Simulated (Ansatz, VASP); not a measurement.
One calculation of AlCu3, two programs

File INCAR:

```
SYSTEM = AlCu3
ALGO = Fast ; EDIFF = 1E-8
ENCUT = 520 ; GGA = PS
ISIF = 2 ; ISMEAR = -1
LASPH = .True. ; LCHARG = .False.
LEFG = .True. ; LREAL = .False.
LWAVE = .False. ; NBANDS = 46
NELM = 60 ; PREC = Accurate
SIGMA = 0.15
```

Contents of KPOINTS:

```
k-points
0
Gamma
  12 12 8
  0 0 0
```

POSCAR

```
AlCu3
1.0
    5.1446000649      0.0000000000      0.0000000000
   -2.5723000325      4.4553543485      0.0000000000
    0.0000000000      0.0000000000      4.1761331264
Al Cu
2 6
Direct
    0.6666666667      0.3333333333      0.2500000000
    0.3333333333      0.6666666667      0.7500000000
    0.3305652767      0.1652826384      0.7500000000
    0.8347173616      0.1652826384      0.7500000000
    0.8347173616      0.6694347233      0.7500000000
    0.6694347233      0.8347173616      0.2500000000
    0.1652826384      0.8347173616      0.2500000000
    0.1652826384      0.3305652767      0.2500000000
```

Input for Ansatz:

```yaml
crystal:
  lattice:
    - [5.1446000649, 0.0, 0.0]
    - [-2.5723000325, 4.4553543485, 0.0]
    - [0.0, 0.0, 4.1761331264]
  atoms:
    - { symbol: Al, position: [0.6666666667, 0.3333333333, 0.25] }
    - { symbol: Al, position: [0.3333333333, 0.6666666667, 0.75] }
    - { symbol: Cu, position: [0.3305652767, 0.1652826384, 0.75] }
    - { symbol: Cu, position: [0.8347173616, 0.1652826384, 0.75] }
    - { symbol: Cu, position: [0.8347173616, 0.6694347233, 0.75] }
    - { symbol: Cu, position: [0.6694347233, 0.8347173616, 0.25] }
    - { symbol: Cu, position: [0.1652826384, 0.8347173616, 0.25] }
    - { symbol: Cu, position: [0.1652826384, 0.3305652767, 0.25] }
basis:
  ecutwfc: 420
kpoints:
  mp_grid: { grid: [12, 12, 8] }
hamiltonian:
  xc: pbesol
scf:
  occupations: { method: fermi_dirac, width: 0.15 }
output:
  forces: true
  stress: true
  eigenvalues: true
  efg: {}
checkpoint:
  read: start.run
  write: ck
  compress: false
  write_wavefunctions: false
  write_every: 100000
```

Alike in both runs: task electric field gradients; functional PBEsol; k mesh 12 × 12 × 8; occupations fermi-dirac, width 0.15 eV; no spin polarisation.

|  | VASP | Ansatz |
| --- | --- | --- |
| version | VASP 6.6.1 | Ansatz 0.2.0 |
| potentials or method | VASP PAW PBE potentials, release 64 (Al, Cu), cutoff 520 eV | scalar-relativistic, plane waves, PAW |
| valence electrons in the cell | 72 | 120 |

```csv
,VASP,Ansatz,Ansatz less VASP
gap on the k mesh at the Fermi level (eV),none,none,-
pressure (GPa),0.6,0.0,-0.57
size of Vzz on the site where it differs most (V/Å²),8.7,11.5,+2.89
```

VASP's potentials were made for PBE, not for PBEsol. A gap of «none» marks a metal or a gap that the smearing closes. VASP's potentials hold 72 valence electrons a cell and Ansatz's 120, so a difference there can come from the potentials and not from the codes.
